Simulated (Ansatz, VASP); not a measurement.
## Sr in VASP and in Ansatz

Contents of INCAR:

```
PREC = Accurate
ENCUT = 520
EDIFF = 1E-7
ISMEAR = 0
SIGMA = 0.1
LREAL = F
LASPH = T
NELM = 60
ALGO = Normal
ISIF = 2
LWAVE = F
LCHARG = F
GGA = PS
NBANDS = 11
```

The input KPOINTS:

```
regular mesh
0
Gamma
  12 12 12
```

Contents of POSCAR:

```
Sr
1.0
   -2.6393942500      2.4453942500      2.4453942500
    2.4453942500     -2.6393942500      2.4453942500
    2.4453942500      2.4453942500     -2.6393942500
Sr
1
Direct
    0.0000000000      0.0000000000      0.0000000000
```

Input for Ansatz:

```yaml
crystal:
  lattice:
    - [-2.63939425, 2.44539425, 2.44539425]
    - [2.44539425, -2.63939425, 2.44539425]
    - [2.44539425, 2.44539425, -2.63939425]
  atoms:
    - { symbol: Sr, position: [0.0, 0.0, 0.0] }
basis:
  ecutwfc: 420
kpoints:
  mp_grid: { grid: [12, 12, 12] }
hamiltonian:
  xc: pbesol
scf:
  occupations: { method: gaussian, width: 0.1 }
output:
  forces: true
  stress: true
  eigenvalues: true
```

Alike in both runs: task single point; functional PBEsol; k mesh 12 × 12 × 12; occupations gaussian, width 0.1 eV; no spin polarisation.

|  | VASP | Ansatz |
| --- | --- | --- |
| version | VASP 6.6.1 | Ansatz 0.2.0 |
| potentials or method | VASP PAW PBE potentials, release 64 (Sr_sv), cutoff 520 eV | scalar-relativistic, plane waves, PAW |
| valence electrons in the cell | 10 | 10 |

|  | VASP | Ansatz | Ansatz less VASP |
| --- | --- | --- | --- |
| gap on the k mesh at the Fermi level (eV) | none | none | - |
| pressure (GPa) | -1.1 | -1.1 | 0.00 |
| traceless stress, the component that is largest in VASP (GPa) | 1.14 | 1.14 | -0.005 |

VASP's potentials were made for PBE, not for PBEsol. A gap of «none» marks a metal or a gap that the smearing closes. With one functional, cell and mesh, what is left measures potentials, basis and numerics.
